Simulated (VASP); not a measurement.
# Te in VASP: further runs

Runs on Te. Level: PBEsol. Tasks: single point.

Program: VASP 6.6.1. These are calculated values, not measurements. Logs are shortened: lines on timing, memory, paths and dates and some standing lists are left out, and cuts for length are marked.

## Step 1: The cell of the first run

The structure is monoclinic, space group C2/m (No. 12). The conventional cell has a = 7.741 Å, b = 4.353 Å, c = 6.055 Å, α = 90.00°, β = 90.90°, γ = 90.00°. Te (site symmetry 2/m) has 6 Te at 3.13 to 3.35 Å within 4.1 Å. Te (site symmetry m) has 6 Te at 3.07 to 3.51 Å within 4.0 Å.

## Step 2: Single point, PBEsol

Input file INCAR:

```
SYSTEM = Te
PREC = Accurate
ENCUT = 520
EDIFF = 1E-6
ISMEAR = -1
SIGMA = 0.05
LREAL = .FALSE.
LASPH = .TRUE.
NELM = 100
ALGO = Normal
ISIF = 2
LWAVE = .FALSE.
LCHARG = .FALSE.
GGA = PS
NBANDS = 16
```

Input file KPOINTS:

```
Automatic mesh
0
G
  7 7 5
  0 0 0
```

Input file POSCAR:

```
Te
1.0
    3.8705621598     -2.1764716655      0.0000000000
    3.8705621598      2.1764716655      0.0000000000
   -0.0955316789      0.0000000000      6.0547324433
Te
3
Direct
    0.0000000000      0.0000000000      0.0000000000
    0.3094466100      0.3094466100      0.3388094900
    0.6905533900      0.6905533900      0.6611905100
```

Potentials or basis: VASP PAW PBE potentials, release 64 (Te).

Run with:

```sh
> cat potpaw_PBE.64/Te/POTCAR > POTCAR
> mpirun -np 1 vasp_std > vasp.out
```

OUTCAR:

```text
SYSTEM = Te
   PREC = Accurate
   ENCUT = 520
   EDIFF = 1E-6
   ISMEAR = -1
   LREAL = .FALSE.
   LASPH = .TRUE.
   NELM = 100
   ISIF = 2
   GGA = PS

 ion  position               nearest neighbor table
   1  0.000  0.000  0.000-   2 3.13   3 3.13   3 3.35   3 3.35   2 3.35   2 3.35
   2  0.309  0.309  0.339-   3 3.07   3 3.07   1 3.13   1 3.35   1 3.35   3 3.51
   3  0.691  0.691  0.661-   2 3.07   2 3.07   1 3.13   1 3.35   1 3.35   2 3.51

  LATTYP: Found a base centered monoclinic cell.
 ALAT       =     7.7411243196
 B/A-ratio  =     0.5623140969
 C/A-ratio  =     0.7822489081
 COS(beta)  =    -0.0157760547

  Lattice vectors:

 A1 = (   3.8705621598,  -2.1764716655,   0.0000000000)
 A2 = (   3.8705621598,   2.1764716655,   0.0000000000)
 A3 = (  -0.0955316789,   0.0000000000,   6.0547324433)

Analysis of symmetry for initial positions (statically):
=====================================================================
 Subroutine PRICEL returns:
 Original cell was already a primitive cell.

 Routine SETGRP: Setting up the symmetry group for a
 base centered monoclinic supercell.

 Subroutine GETGRP returns: Found  4 space group operations
 (whereof  4 operations were pure point group operations)
 out of a pool of  4 trial point group operations.

The static configuration has the point symmetry C_2h.

Analysis of symmetry for dynamics (positions and initial velocities):
=====================================================================
 Subroutine PRICEL returns:
 Original cell was already a primitive cell.

 Routine SETGRP: Setting up the symmetry group for a
 base centered monoclinic supercell.

 Subroutine GETGRP returns: Found  4 space group operations
 (whereof  4 operations were pure point group operations)
 out of a pool of  4 trial point group operations.

The dynamic configuration has the point symmetry C_2h.

 Subroutine INISYM returns: Found  4 space group operations
 (whereof  4 operations are pure point group operations),
 and found     1 'primitive' translations

----------------------------------------------------------------------------------------

                                     Primitive cell

  volume of cell :     102.0122

  direct lattice vectors                    reciprocal lattice vectors
     3.870562160 -2.176471665  0.000000000     0.129180202 -0.229729616  0.002038208
     3.870562160  2.176471665  0.000000000     0.129180202  0.229729616  0.002038208
    -0.095531679  0.000000000  6.054732443     0.000000000  0.000000000  0.165160064

  length of vectors
     4.440527034  4.440527034  6.055486047     0.263566643  0.263566643  0.165160064

  position of ions in fractional coordinates (direct lattice)
     0.000000000  0.000000000  0.000000000
     0.309446610  0.309446610  0.338809490
     0.690553390  0.690553390  0.661190510

  ion indices of the primitive-cell ions
   primitive index   ion index
                 1           1
                 2           2
                 3           3

----------------------------------------------------------------------------------------

 KPOINTS: Automatic mesh

Automatic generation of k-mesh.
 Grid dimensions read from file:
 generate k-points for:    7    7    5

 Generating k-lattice:

  Cartesian coordinates                     Fractional coordinates (reciprocal lattice)
     0.018454315 -0.032818517  0.000291173     0.142857143  0.000000000  0.000000000
     0.018454315  0.032818517  0.000291173     0.000000000  0.142857143  0.000000000
     0.000000000  0.000000000  0.033032013     0.000000000  0.000000000  0.200000000

  Length of vectors
     0.037652378  0.037652378  0.033032013

  Shift w.r.t. Gamma in fractional coordinates (k-lattice)
     0.000000000  0.000000000  0.000000000

 Subroutine IBZKPT returns following result:
 ===========================================

 Found     72 irreducible k-points:

 Following reciprocal coordinates:
            Coordinates               Weight
  0.000000  0.000000  0.000000      1.000000
  0.142857 -0.000000  0.000000      4.000000
  0.285714  0.000000  0.000000      4.000000
  0.428571  0.000000  0.000000      4.000000
  0.142857  0.142857  0.000000      2.000000
  0.285714  0.142857  0.000000      4.000000
[... 16 lines left out ...]
 -0.142857  0.000000  0.200000      4.000000
  0.142857  0.142857  0.200000      2.000000
 [... further k-points ...]
   k-points           NKPTS =     72   k-points in BZ     NKDIM =     72   number of bands    NBANDS=     16
   number of dos      NEDOS =    301   number of ions     NIONS =      3
   total plane-waves  NPLWV =  62208
   dimension x,y,z NGX =    36 NGY =   36 NGZ =   48
   dimension x,y,z NGXF=    72 NGYF=   72 NGZF=   96
   ions per type =               3
   NGX,Y,Z   is equivalent  to a cutoff of  13.48, 13.48, 13.18 a.u.
   NGXF,Y,Z  is equivalent  to a cutoff of  26.96, 26.96, 26.36 a.u.
 SYSTEM =  Te
   PREC   = accura    normal or accurate (medium, high low for compatibility)
   ISTART =      0    job   : 0-new  1-cont  2-samecut
   ICHARG =      2    charge: 1-file 2-atom 10-const
   ISPIN  =      1    spin polarized calculation?
   LNONCOLLINEAR =      F non collinear calculations
   LSORBIT =      F    spin-orbit coupling
   LASPH  =      T    aspherical Exc in radial PAW
   ENCUT  =  520.0 eV  38.22 Ry    6.18 a.u.   8.26  8.26 11.26*2*pi/ulx,y,z
   NELM   =    100;   NELMIN=  2; NELMDL= -5     # of ELM steps
   EDIFF  = 0.1E-05   stopping-criterion for ELM
   LREAL  =      F    real-space projection
   EDIFFG = 0.1E-04   stopping-criterion for IOM
   NSW    =      0    number of steps for IOM
   IBRION =     -1    ionic relax: 0-MD 1-quasi-New 2-CG
   NFREE  =      0    steps in history (QN), initial steepest desc. (CG)
   ISIF   =      2    stress and relaxation
   ISYM   =      2    0-nonsym 1-usesym 2-fastsym
   POTIM  = 0.5000    time-step for ionic-motion
   TEBEG  =    0.0;   TEEND  =   0.0 temperature during run
   PSTRESS=    0.0 pullay stress
   NELECT =      18.0000    total number of electrons
   NUPDOWN=      -1.0000    fix difference up-down
   EMIN   =  10.00;   EMAX   =-10.00  energy-range for DOS
   EFERMI =   0.00;   METHOD = LEGACY
   ISMEAR =    -1;   SIGMA  =   0.05  broadening in eV -4-tet -1-fermi 0-gaus
   EFERMI_NEDOS =   21; number of points for ismear=-14 and -15
   IALGO  =     38    algorithm
   IMIX   =      4    mixing-type and parameters
     AMIX     =   0.40;   BMIX     =  1.00
     AMIX_MAG =   1.60;   BMIX_MAG =  1.00
  volume/ion in A,a.u.               =      34.00       229.47
  Fermi-wavevector in a.u.,A,eV,Ry     =   0.918223  1.735191 11.471536  0.843134
  Thomas-Fermi vector in A             =   2.043281
   LORBIT       =      0    0 simple, 1 ext, 2 COOP (PROOUT), +10 PAW based schemes
   GGA     = PS    functional components
   LHFCALC =     F    Hartree Fock is set to
   AEXX    =    0.0000 exact exchange contribution
   IVDW    =     0    specifies the selected vdW correction
   LEPSILON=     F    determine dielectric tensor
   LRPA    =     F    only Hartree local field effects (RPA)
 non-spin polarized calculation
  energy-cutoff  :      520.00
  volume of cell :      102.01
 maximum number of plane-waves:      2762
 NGX is ok and might be reduce to    36
   NGX = 17   NGY = 17   NGZ = 23

 number of electron      18.0000000 magnetization

 Free energy of the ion-electron system (eV)
  ---------------------------------------------------
  ext. energy  EPLUGINS =         0.00000000
  ---------------------------------------------------
  free energy    TOTEN  =       -10.41022903 eV

  energy without entropy =      -10.40306210  energy(sigma->0) =      -10.40664557

 E-fermi :   5.8335     XC(G=0):  -9.2634

 val. band max:        5.8003043510   @ k =   0.4286   0.2857   0.2000
 cond. band min:       5.8679135676   @ k =   0.0000   0.0000   0.4000
 fundamental gap:      0.0676092166
 Fermi energy:         5.8335404533

 k-point     1 :       0.0000    0.0000    0.0000
  band No.  band energies     occupation
      1      -7.5916      2.00000
      2      -4.5803      2.00000
      3      -4.4519      2.00000
      4       3.1871      2.00000
      5       3.2347      2.00000
      6       3.5899      2.00000
[... 8 lines left out ...]
     15      11.8826      0.00000
     16      11.9417      0.00000

 k-point     2 :       0.1429   -0.0000    0.0000
  band No.  band energies     occupation
      1      -7.4306      2.00000
      2      -4.5700      2.00000
      3      -4.4653      2.00000
      4       2.0214      2.00000
      5       2.5828      2.00000
      6       2.9929      2.00000
[... 8 lines left out ...]
     15      11.8039      0.00000
     16      12.3669      0.00000

 k-point     3 :       0.2857    0.0000    0.0000
  band No.  band energies     occupation
      1      -6.9645      2.00000
      2      -4.8075      2.00000
      3      -4.3886      2.00000
      4       1.1648      2.00000
      5       1.8188      2.00000
      6       2.3740      2.00000
[... 8 lines left out ...]
     15      12.4387      0.00000
     16      13.4321      0.00000

 k-point     4 :       0.4286    0.0000    0.0000
  band No.  band energies     occupation
      1      -6.2619      2.00000
      2      -5.4298      2.00000
      3      -4.2907      2.00000
      4       1.1924      2.00000
      5       1.4194      2.00000
      6       2.0135      2.00000
[... 8 lines left out ...]
     15      13.9589      0.00000
     16      14.4819      0.00000
[... 324 lines left out ...]
 k-point    22 :      -0.2857    0.0000    0.2000
  band No.  band energies     occupation
      1      -6.8750      2.00000
      2      -5.1381      2.00000
      3      -4.2233      2.00000
      4       1.7731      2.00000
      5       2.3433      2.00000
      6       2.4706      2.00000
[... 8 lines left out ...]
     15      11.9649      0.00000
     16      12.3404      0.00000

 k-point    23 :      -0.1429    0.0000    0.2000
  band No.  band energies     occupation
      1      -7.3093      2.00000
      2      -5.4159      2.00000
      3      -3.6650      2.00000
      4       2.1563      2.00000
      5       3.0101      2.00000
      6       3.0820      2.00000
[... 8 lines left out ...]
     15      11.3777      0.00000
     16      11.7469      0.00000

 k-point    24 :       0.1429    0.1429    0.2000
  band No.  band energies     occupation
      1      -7.3115      2.00000
      2      -5.4648      2.00000
      3      -3.6134      2.00000
      4       2.0820      2.00000
      5       3.0485      2.00000
      6       3.3160      2.00000
[... 8 lines left out ...]
     15      11.4733      0.00000
     16      11.8173      0.00000

 [... further k-points ...]

------------------------ aborting loop because EDIFF is reached ----------------------------------------

  FORCE on cell =-STRESS in cart. coord.  units (eV):
  Direction    XX          YY          ZZ          XY          YZ          ZX
  --------------------------------------------------------------------------------------
  -------------------------------------------------------------------------------------
  Total       -2.1170897     -2.0535016     -2.6034315      0.0000000      0.0000000     -0.0131553
  in kB      -33.2504733    -32.2517748    -40.8888340      0.0000000      0.0000000     -0.2066137
  external PRESSURE =     -35.4636941 kB  Pullay stress =       0.0000000 kB

 VOLUME and BASIS-vectors are now :
 -----------------------------------------------------------------------------
  energy-cutoff  :      520.00
  volume of cell :      102.01
      direct lattice vectors                 reciprocal lattice vectors
     3.870562160 -2.176471665  0.000000000     0.129180202 -0.229729616  0.002038208
     3.870562160  2.176471665  0.000000000     0.129180202  0.229729616  0.002038208
    -0.095531679  0.000000000  6.054732443     0.000000000  0.000000000  0.165160064

 POSITION                                       TOTAL-FORCE (eV/Angst)
 -----------------------------------------------------------------------------------
      0.00000      0.00000      0.00000        -0.000000      0.000000      0.000000
      2.36310      0.00000      2.05140        -0.009903      0.000000     -0.004229
      5.28250      0.00000      4.00333         0.009903      0.000000      0.004229
 -----------------------------------------------------------------------------------
    total drift:                               -0.000000     -0.000000     -0.000000

  FREE ENERGIE OF THE ION-ELECTRON SYSTEM (eV)
  ---------------------------------------------------
  free  energy   TOTEN  =       -10.4102290343 eV

  energy  without entropy=      -10.4030621028  energy(sigma->0) =      -10.40664557
```

It took 45 s on 1 thread of Intel Xeon 6975P-C (Granite Rapids), shared host; peak memory 0.28 GiB.

Results:

```yaml
Free_energy: -10.4102 eV
Pressure: -3.5 GPa
Largest_force: 0.011 eV/Å
Band_gap_on_the_k_mesh: 0.07 eV (least direct gap 0.20 eV)
```

Forces in eV/Å, atoms in the order of the input:
```
Te   0.000  0.000  0.000
Te  -0.010  0.000 -0.004
Te   0.010  0.000  0.004
```

Stress tensor (GPa, compression positive):
```
-3.33  0.00 -0.02
 0.00 -3.23  0.00
-0.02  0.00 -4.09
```

Caveat: the cell stands under tension; the PAW data sets were made with another functional, which shifts forces and pressure a little; spin-orbit coupling is left out, which moves the levels of the heavy elements; an odd mesh through Γ misses points on the zone boundary, where band edges can lie.

(Part 1 of 2 ends here.)
